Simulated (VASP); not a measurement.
Write the native input for VASP 6.6.1 that does the following.

| Quantity | Value |
| --- | --- |
| Task | single point |
| Functional | PBEsol |
| Potentials or basis | VASP PAW PBE potentials, release 64 (Mo_sv, S) |
| Cutoff | 520 eV |
| k mesh | 12 × 12 × 2 |
| Occupations | gaussian, width 0.02 eV |
| Spin | no spin polarisation |
| Dipole correction | no |
| Further INCAR settings | ALGO = Normal; EDIFF = 1e-06; NBANDS = 20 |

The structure of MoS2 lies in POSCAR:

```
MoS2
1.0
    3.1415002209      0.0000000000      0.0000000000
   -1.5707501104      2.7206189973      0.0000000000
    0.0000000000      0.0000000000     17.3373049838
Mo S
1 2
Direct
    0.0000000000      0.0000000000      0.0000000000
    0.3333333333      0.6666666667      0.0898690531
    0.3333333333      0.6666666667      0.9101309469
```

The input as run:

INCAR

```
SYSTEM = MoS2
PREC = Accurate
ENCUT = 520
EDIFF = 1E-6
ISMEAR = 0
SIGMA = 0.02
LREAL = .False.
LASPH = .True.
NELM = 100
ALGO = Normal
ISIF = 2
LWAVE = .False.
LCHARG = .True.
GGA = PS
LELF = .True.
LVHAR = .True.
NBANDS = 20
```

KPOINTS

```
Automatic mesh
0
Gamma
  12 12 2
  0 0 0
```

Potentials or basis: VASP PAW PBE potentials, release 64 (Mo_sv, S).

Launch:

```sh
$ cat potpaw_PBE.64/Mo_sv/POTCAR potpaw_PBE.64/S/POTCAR > POTCAR
$ mpirun -np 1 vasp_std > vasp.out
```

It gave:

| Quantity | Value |
| --- | --- |
| Band gap on the k mesh | 1.81 eV |

Caveat: there is no dipole correction, which matters where the two faces differ.

Run time: 4 min on 1 thread of AMD EPYC 7R13, with other jobs on the host, peak memory 0.29 GiB.
